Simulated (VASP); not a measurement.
# PbO2 (P4_2/mnm) in VASP: a series of runs

Runs on PbO2. Level: PBE. Tasks: single point.

All numbers are computed with VASP 6.6.1; they aren't measurements. Logs are shortened: lines on timing, memory, paths and dates and some standing lists are left out, and cuts for length are marked.

### Step 1. The cell of the first run

The structure is tetragonal, space group P4_2/mnm (No. 136). The conventional cell has a = 5.081 Å, b = 5.081 Å, c = 3.443 Å, α = 90.00°, β = 90.00°, γ = 90.00°. Pb (site symmetry mmm) has 6 O at 2.21 Å within 2.9 Å. O (site symmetry m2m) has 3 Pb at 2.21 Å and 1 O at 2.76 Å within 2.9 Å.

### Step 2. Single point, PBE

The input, INCAR:

```
SYSTEM = PbO2
PREC = Accurate
ENCUT = 520
EDIFF = 1E-6
ISMEAR = 0
SIGMA = 0.1
LREAL = .FALSE.
LASPH = .TRUE.
NELM = 100
ALGO = Normal
ISIF = 2
LWAVE = .FALSE.
LCHARG = .TRUE.
GGA = PE
LELF = .TRUE.
LVHAR = .TRUE.
NBANDS = 35
```

The input, KPOINTS:

```
regular mesh
0
G
  8 8 10
  0 0 0
```

The input, POSCAR:

```
PbO2
1.0
    5.0814657223      0.0000000000      0.0000000000
    0.0000000000      5.0814657223      0.0000000000
    0.0000000000      0.0000000000      3.4431766294
Pb O
2 4
Direct
    0.0000000000      0.0000000000      0.0000000000
    0.5000000000      0.5000000000      0.5000000000
    0.3079158087      0.3079158087      0.0000000000
    0.1920841913      0.8079158087      0.5000000000
    0.6920841913      0.6920841913      0.0000000000
    0.8079158087      0.1920841913      0.5000000000
```

Potentials or basis: VASP PAW PBE potentials, release 64 (Pb_d, O).

Started as:

```
$ cat potpaw_PBE.64/Pb_d/POTCAR potpaw_PBE.64/O/POTCAR > POTCAR
$ mpirun -np 1 vasp_std > vasp.out
```

OUTCAR:

```text
SYSTEM = PbO2
   PREC = Accurate
   ENCUT = 520
   EDIFF = 1E-6
   ISMEAR = 0
   LREAL = .FALSE.
   LASPH = .TRUE.
   NELM = 100
   ISIF = 2
   GGA = PE

 ion  position               nearest neighbor table
   1  0.000  0.000  0.000-   4 2.21   6 2.21   4 2.21   6 2.21   5 2.21   3 2.21   2 3.98   2 3.98
                             2 3.98   2 3.98   2 3.98   2 3.98   2 3.98   2 3.98
   2  0.500  0.500  0.500-   3 2.21   5 2.21   3 2.21   5 2.21   4 2.21   6 2.21   1 3.98   1 3.98
                             1 3.98   1 3.98   1 3.98   1 3.98   1 3.98   1 3.98
   3  0.308  0.308  0.000-   2 2.21   2 2.21   1 2.21
   4  0.192  0.808  0.500-   1 2.21   1 2.21   2 2.21
   5  0.692  0.692  0.000-   2 2.21   2 2.21   1 2.21
   6  0.808  0.192  0.500-   1 2.21   1 2.21   2 2.21

  LATTYP: Found a simple tetragonal cell.
 ALAT       =     5.0814657223
 C/A-ratio  =     0.6775951699

  Lattice vectors:

 A1 = (   5.0814657223,   0.0000000000,   0.0000000000)
 A2 = (   0.0000000000,   5.0814657223,   0.0000000000)
 A3 = (   0.0000000000,   0.0000000000,   3.4431766294)

Analysis of symmetry for initial positions (statically):
=====================================================================
 Subroutine PRICEL returns:
 Original cell was already a primitive cell.

 Routine SETGRP: Setting up the symmetry group for a
 simple tetragonal supercell.

 Subroutine GETGRP returns: Found 16 space group operations
 (whereof  8 operations were pure point group operations)
 out of a pool of 16 trial point group operations.

The static configuration has the point symmetry D_2h.
 The point group associated with its full space group is D_4h.

Analysis of symmetry for dynamics (positions and initial velocities):
=====================================================================
 Subroutine PRICEL returns:
 Original cell was already a primitive cell.

 Routine SETGRP: Setting up the symmetry group for a
 simple tetragonal supercell.

 Subroutine GETGRP returns: Found 16 space group operations
 (whereof  8 operations were pure point group operations)
 out of a pool of 16 trial point group operations.

The dynamic configuration has the point symmetry D_2h.
 The point group associated with its full space group is D_4h.

 Subroutine INISYM returns: Found 16 space group operations
 (whereof  8 operations are pure point group operations),
 and found     1 'primitive' translations

----------------------------------------------------------------------------------------

                                     Primitive cell

  volume of cell :      88.9073

  direct lattice vectors                    reciprocal lattice vectors
     5.081465722  0.000000000  0.000000000     0.196793613  0.000000000  0.000000000
     0.000000000  5.081465722  0.000000000     0.000000000  0.196793613  0.000000000
     0.000000000  0.000000000  3.443176629     0.000000000  0.000000000  0.290429481

  length of vectors
     5.081465722  5.081465722  3.443176629     0.196793613  0.196793613  0.290429481

  position of ions in fractional coordinates (direct lattice)
     0.000000000  0.000000000  0.000000000
     0.500000000  0.500000000  0.500000000
     0.307915809  0.307915809  0.000000000
     0.192084191  0.807915809  0.500000000
     0.692084191  0.692084191  0.000000000
     0.807915809  0.192084191  0.500000000

  ion indices of the primitive-cell ions
   primitive index   ion index
                 1           1
                 2           2
                 3           3
                 4           4
                 5           5
                 6           6

----------------------------------------------------------------------------------------

 KPOINTS: regular mesh

Automatic generation of k-mesh.
 Grid dimensions read from file:
 generate k-points for:    8    8   10

 Generating k-lattice:

  Cartesian coordinates                     Fractional coordinates (reciprocal lattice)
     0.024599202  0.000000000  0.000000000     0.125000000  0.000000000  0.000000000
     0.000000000  0.024599202  0.000000000     0.000000000  0.125000000  0.000000000
     0.000000000  0.000000000  0.029042948     0.000000000  0.000000000  0.100000000

  Length of vectors
     0.024599202  0.024599202  0.029042948

  Shift w.r.t. Gamma in fractional coordinates (k-lattice)
     0.000000000  0.000000000  0.000000000

 Subroutine IBZKPT returns following result:
 ===========================================

 Found     90 irreducible k-points:

 Following reciprocal coordinates:
            Coordinates               Weight
  0.000000  0.000000  0.000000      1.000000
  0.125000  0.000000  0.000000      4.000000
  0.250000  0.000000  0.000000      4.000000
  0.375000  0.000000  0.000000      4.000000
  0.500000  0.000000  0.000000      2.000000
  0.125000  0.125000  0.000000      4.000000
[... 16 lines left out ...]
  0.375000  0.125000  0.100000     16.000000
  0.500000  0.125000  0.100000      8.000000
 [... further k-points ...]
   k-points           NKPTS =     90   k-points in BZ     NKDIM =     90   number of bands    NBANDS=     35
   number of dos      NEDOS =    301   number of ions     NIONS =      6
   total plane-waves  NPLWV =  44800
   dimension x,y,z NGX =    40 NGY =   40 NGZ =   28
   dimension x,y,z NGXF=    80 NGYF=   80 NGZF=   56
   ions per type =               2   4
   NGX,Y,Z   is equivalent  to a cutoff of  13.09, 13.09, 13.52 a.u.
   NGXF,Y,Z  is equivalent  to a cutoff of  26.17, 26.17, 27.04 a.u.
 SYSTEM =  PbO2
   PREC   = accura    normal or accurate (medium, high low for compatibility)
   ISTART =      0    job   : 0-new  1-cont  2-samecut
   ICHARG =      2    charge: 1-file 2-atom 10-const
   ISPIN  =      1    spin polarized calculation?
   LNONCOLLINEAR =      F non collinear calculations
   LSORBIT =      F    spin-orbit coupling
   LASPH  =      T    aspherical Exc in radial PAW
   ENCUT  =  520.0 eV  38.22 Ry    6.18 a.u.   9.45  9.45  6.40*2*pi/ulx,y,z
   NELM   =    100;   NELMIN=  2; NELMDL= -5     # of ELM steps
   EDIFF  = 0.1E-05   stopping-criterion for ELM
   LREAL  =      F    real-space projection
[... 7 lines left out ...]
   TEBEG  =    0.0;   TEEND  =   0.0 temperature during run
   PSTRESS=    0.0 pullay stress
   NELECT =      52.0000    total number of electrons
   NUPDOWN=      -1.0000    fix difference up-down
   EMIN   =  10.00;   EMAX   =-10.00  energy-range for DOS
   EFERMI =   0.00;   METHOD = LEGACY
   ISMEAR =     0;   SIGMA  =   0.10  broadening in eV -4-tet -1-fermi 0-gaus
   EFERMI_NEDOS =   21; number of points for ismear=-14 and -15
   IALGO  =     38    algorithm
   IMIX   =      4    mixing-type and parameters
     AMIX     =   0.40;   BMIX     =  1.00
     AMIX_MAG =   1.60;   BMIX_MAG =  1.00
  volume/ion in A,a.u.               =      14.82       100.00
  Fermi-wavevector in a.u.,A,eV,Ry     =   1.369084  2.587194 25.502648  1.874392
  Thomas-Fermi vector in A             =   2.494991
   LORBIT       =      0    0 simple, 1 ext, 2 COOP (PROOUT), +10 PAW based schemes
   GGA     = PE    functional components
   LHFCALC =     F    Hartree Fock is set to
   AEXX    =    0.0000 exact exchange contribution
   IVDW    =     0    specifies the selected vdW correction
   LEPSILON=     F    determine dielectric tensor
   LRPA    =     F    only Hartree local field effects (RPA)
 non-spin polarized calculation
 Gauss-broadening in eV      SIGMA  =   0.10
  energy-cutoff  :      520.00
  volume of cell :       88.91
 maximum number of plane-waves:      2425
 NGX is ok and might be reduce to    40
   NGX = 19   NGY = 19   NGZ = 13

 number of electron      51.9999982 magnetization

 Free energy of the ion-electron system (eV)
  ---------------------------------------------------
  ext. energy  EPLUGINS =         0.00000000
  ---------------------------------------------------
  free energy    TOTEN  =       -31.86933855 eV

  energy without entropy =      -31.86621535  energy(sigma->0) =      -31.86777695

 E-fermi :   3.7494     XC(G=0): -10.3714

 val. band max:        3.7234311062   @ k =   0.1250   0.1250   0.0000
 cond. band min:       3.7631098072   @ k =   0.0000   0.0000   0.1000
 fundamental gap:      0.0396787009
 Fermi energy:         3.7493873487

 k-point     1 :       0.0000    0.0000    0.0000
  band No.  band energies     occupation
      1     -14.2511      2.00000
      2     -14.2118      2.00000
      3     -12.6565      2.00000
      4     -12.6565      2.00000
      5     -11.7719      2.00000
      6     -11.6227      2.00000
[... 27 lines left out ...]
     34      14.2516      0.00000
     35      15.3093      0.00000

 k-point     2 :       0.1250    0.0000    0.0000
  band No.  band energies     occupation
      1     -14.2153      2.00000
      2     -14.1876      2.00000
      3     -12.8008      2.00000
      4     -12.7336      2.00000
      5     -11.6180      2.00000
      6     -11.6007      2.00000
[... 27 lines left out ...]
     34      14.5285      0.00000
     35      15.3208      0.00000

 k-point     3 :       0.2500    0.0000    0.0000
  band No.  band energies     occupation
      1     -14.1182      2.00000
      2     -14.1167      2.00000
      3     -13.0598      2.00000
      4     -12.9263      2.00000
      5     -11.5832      2.00000
      6     -11.5829      2.00000
[... 27 lines left out ...]
     34      15.1224      0.00000
     35      15.3810      0.00000
[... 723 lines left out ...]
 k-point    23 :       0.3750    0.1250    0.1000
  band No.  band energies     occupation
      1     -14.0468      2.00000
      2     -13.8669      2.00000
      3     -13.4301      2.00000
      4     -13.1323      2.00000
      5     -11.5803      2.00000
      6     -11.5461      2.00000
[... 27 lines left out ...]
     34      15.3040      0.00000
     35      15.5197      0.00000

 k-point    24 :       0.5000    0.1250    0.1000
  band No.  band energies     occupation
      1     -13.9334      2.00000
      2     -13.9334      2.00000
      3     -13.3270      2.00000
      4     -13.3270      2.00000
      5     -11.5547      2.00000
      6     -11.5547      2.00000
[... 27 lines left out ...]
     34      14.9301      0.00000
     35      15.6795      0.00000

 [... further k-points ...]
[... 5 lines left out ...]
  --------------------------------------------------------------------------------------
  -------------------------------------------------------------------------------------
  Total        0.0894943      0.0894943      0.1934295      0.0000000      0.0000000      0.0000000
  in kB        1.6127554      1.6127554      3.4857487      0.0000000      0.0000000      0.0000000
  external PRESSURE =       2.2370865 kB  Pullay stress =       0.0000000 kB

 VOLUME and BASIS-vectors are now :
 -----------------------------------------------------------------------------
  energy-cutoff  :      520.00
  volume of cell :       88.91
      direct lattice vectors                 reciprocal lattice vectors
     5.081465722  0.000000000  0.000000000     0.196793613  0.000000000  0.000000000
     0.000000000  5.081465722  0.000000000     0.000000000  0.196793613  0.000000000
     0.000000000  0.000000000  3.443176629     0.000000000  0.000000000  0.290429481

 POSITION                                       TOTAL-FORCE (eV/Angst)
 -----------------------------------------------------------------------------------
      0.00000      0.00000      0.00000        -0.000000     -0.000000      0.000000
      2.54073      2.54073      1.72159        -0.000000     -0.000000      0.000000
      1.56466      1.56466      0.00000        -0.003310     -0.003310     -0.000000
      0.97607      4.10540      1.72159         0.003310     -0.003310     -0.000000
      3.51680      3.51680      0.00000         0.003310      0.003310      0.000000
      4.10540      0.97607      1.72159        -0.003310      0.003310      0.000000
 -----------------------------------------------------------------------------------
    total drift:                                0.000000      0.000000     -0.000000

  FREE ENERGIE OF THE ION-ELECTRON SYSTEM (eV)
  ---------------------------------------------------
  free  energy   TOTEN  =       -31.8693385476 eV

  energy  without entropy=      -31.8662153472  energy(sigma->0) =      -31.86777695
```

Run time: 2.6 min. Hardware: 1 thread of AMD EPYC 9R45 (Zen 5), shared host; peak memory 0.32 GiB.

What came out:

| Property | Result |
| --- | --- |
| Free energy | -31.8693 eV |
| Pressure | 0.2 GPa |
| Largest force | 0.005 eV/Å |
| Band gap on the k mesh | 0.01 eV |

Forces in eV/Å, atoms in the order of the input:
```
Pb   0.000  0.000  0.000
Pb   0.000  0.000  0.000
O   -0.003 -0.003  0.000
O    0.003 -0.003  0.000
O    0.003  0.003  0.000
O   -0.003  0.003  0.000
```

Caveat: the smearing spreads over this small gap; spin-orbit coupling is left out, which moves the levels of the heavy elements.

(Part 1 of 2 ends here.)

The gap in the log of VASP goes by the Fermi energy; the results here count the filled bands.